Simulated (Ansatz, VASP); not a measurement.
# Mo in VASP and in Ansatz

File INCAR:

```
SYSTEM = Mo
PREC     = Accurate       ! precision mode
ENCUT    = 520            ! plane-wave cutoff, eV
EDIFF    = 1E-6           ! SCF threshold, eV
ISMEAR   = 0              ! smearing method
SIGMA    = 0.15           ! smearing width, eV
LREAL    = .False.        ! projectors in reciprocal space
LASPH    = .True.         ! aspherical terms in the spheres
NELM     = 60             ! most SCF steps
ALGO     = Fast           ! electronic algorithm
ISIF     = 2              ! what is computed and relaxed
LWAVE    = .False.        ! write WAVECAR
LCHARG   = .True.         ! write CHGCAR
GGA      = PE             ! functional
LELF     = .True.         ! ELF
LVHAR    = .True.       
NBANDS   = 13             ! bands
```

The input KPOINTS:

```
regular mesh
0
Gamma
  26 26 26
  0 0 0
```

The input POSCAR:

```
Mo
1.0
   -1.6592304070      1.6592304070      1.5407139493
    1.6592304070     -1.6592304070      1.5407139493
    1.6592304070      1.6592304070     -1.5407139493
Mo
1
Direct
    0.0000000000      0.0000000000      0.0000000000
```

Input for Ansatz:

```yaml
crystal:
  lattice:
    - [-1.659230407, 1.659230407, 1.5407139493]
    - [1.659230407, -1.659230407, 1.5407139493]
    - [1.659230407, 1.659230407, -1.5407139493]
  atoms:
    - { symbol: Mo, position: [0.0, 0.0, 0.0] }
basis:
  ecutwfc: 420
kpoints:
  mp_grid: { grid: [26, 26, 26] }
hamiltonian:
  xc: pbe
scf:
  occupations: { method: gaussian, width: 0.15 }
output:
  forces: true
  stress: true
  eigenvalues: true
```

Change from the starting cell: strain +0.050 along x and y, -0.025 along z, atoms carried along.

Alike in both runs: task single point; functional PBE; k mesh 26 × 26 × 26; occupations gaussian, width 0.15 eV; no spin polarisation.

|  | VASP | Ansatz |
| --- | --- | --- |
| version | VASP 6.6.1 | Ansatz 0.2.0 |
| potentials or method | VASP PAW PBE potentials, release 64 (Mo_sv), cutoff 520 eV | scalar-relativistic, plane waves, PAW |
| valence electrons in the cell | 14 | 14 |

|  | VASP | Ansatz | Ansatz less VASP |
| --- | --- | --- | --- |
| gap on the k mesh at the Fermi level (eV) | none | none | - |
| pressure (GPa) | -14.9 | -15.3 | -0.43 |
| traceless stress, the component that is largest in VASP (GPa) | 12.48 | 12.49 | +0.007 |

A gap of «none» marks a metal or a gap that the smearing closes. With one functional, cell and mesh, what is left measures potentials, basis and numerics.
